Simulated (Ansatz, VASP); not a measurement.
## Te2Pt in VASP and in Ansatz

```
CELL_PARAMETERS angstrom
4.03756 0.00000 0.00000
-2.01878 3.49663 0.00000
0.00000 0.00000 5.17836
ATOMIC_POSITIONS crystal
Te 0.33333 0.66667 0.26092
Te 0.66667 0.33333 0.73908
Pt 0.00000 0.00000 0.00000
```

Alike in both runs: functional PBEsol; k mesh 6 × 6 × 4; occupations gaussian, width 0.1 eV; no spin polarisation.

Ansatz relaxed the structure, and its values are those at the end. VASP's run is a single point on that final structure, the one shown.

```csv
,VASP,Ansatz
version,VASP 6.6.1,Ansatz 0.2.0
potentials or method,"VASP PAW PBE potentials, release 64 (Te, Pt), cutoff 500 eV","scalar-relativistic, plane waves, PAW"
valence electrons in the cell,22,50
```

|  | VASP | Ansatz | Ansatz less VASP |
| --- | --- | --- | --- |
| gap on the k mesh at the Fermi level (eV) | none | none | - |
| pressure (GPa) | -0.1 | 0.0 | +0.05 |
| rms of the force components (eV/Å) | 0.003 | 0.007 | +0.0035 |

VASP's potentials were made for PBE, not for PBEsol. A gap of «none» marks a metal or a gap that the smearing closes. With one functional, cell and mesh, what is left measures potentials, basis and numerics. VASP's potentials hold 22 valence electrons a cell and Ansatz's 50, so a difference there can come from the potentials and not from the codes.

Neither program's run includes spin-orbit coupling.
